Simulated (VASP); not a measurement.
A run of VASP 6.6.1:

Contents of INCAR:

```
PREC = Accurate
ENCUT = 520
EDIFF = 1E-6
ISMEAR = 0
SIGMA = 0.15
LREAL = F
LASPH = T
NELM = 80
ALGO = Normal
ISIF = 2
LWAVE = F
LCHARG = T
GGA = CA
LELF = T
LVHAR = T
NBANDS = 10
```

File KPOINTS:

```
Automatic mesh
0
Gamma
  18 18 10
```

POSCAR

```
Al
1.0
    2.9496000000      0.0000000000      0.0000000000
   -1.4748000000      2.5544285310      0.0000000000
    0.0000000000      0.0000000000      4.8737000000
Al
2
Direct
    0.6666666667      0.3333333333      0.7500000000
    0.3333333333      0.6666666667      0.2500000000
```

Potentials or basis: VASP PAW LDA potentials, release 64 (Al).

Launch:

```console
$ cat potpaw_LDA.64/Al/POTCAR > POTCAR
$ mpirun -np 1 vasp_std > vasp.out
```

Hardware: 1 thread of Intel Xeon 8259CL, with other jobs on the host.

Q: Estimate the wall time of this run.

A: It took 56 s on 1 thread of Intel Xeon 8259CL, with other jobs on the host, peak memory 0.18 GiB. Counts: scf iterations 9, k points 222.
